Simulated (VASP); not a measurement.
BAs, 4 atoms in the cell. Symmetry: P6_3/mmc, No. 194, hexagonal system. The conventional cell has a = 3.255 Å, b = 3.255 Å, c = 5.421 Å, α = 90.00°, β = 90.00°, γ = 120.00°. Within 3.1 Å of B (site symmetry -3m) lie 6 As at 2.32 Å and 2 B at 2.71 Å. As (site symmetry -6m2) has 6 B at 2.32 Å within 3.1 Å. 

* Program: VASP 6.6.1
* Task: single point
* Functional: PBE
* Potentials or basis: VASP PAW PBE potentials, release 64 (B, As)
* Cutoff: 520 eV
* k mesh: 9 × 9 × 4
* Occupations: fermi-dirac, width 0.02 eV
* Spin: no spin polarisation
* Dipole correction: no
* Further INCAR settings: ALGO = Normal; EDIFF = 1e-07; NBANDS = 16

Potentials or basis: VASP PAW PBE potentials, release 64 (B, As).

Command:

```console
$ cat potpaw_PBE.64/B/POTCAR potpaw_PBE.64/As/POTCAR > POTCAR
$ mpirun -np 1 vasp_std > vasp.out
```

Hardware: 1 thread of Intel Xeon 6975P-C, with other jobs on the host.

Question: Estimate the wall time of this run.

Answer: Wall time 14 s on 1 thread of Intel Xeon 6975P-C, with other jobs on the host, peak memory 0.17 GiB. Counts: scf iterations 13, k points 36.
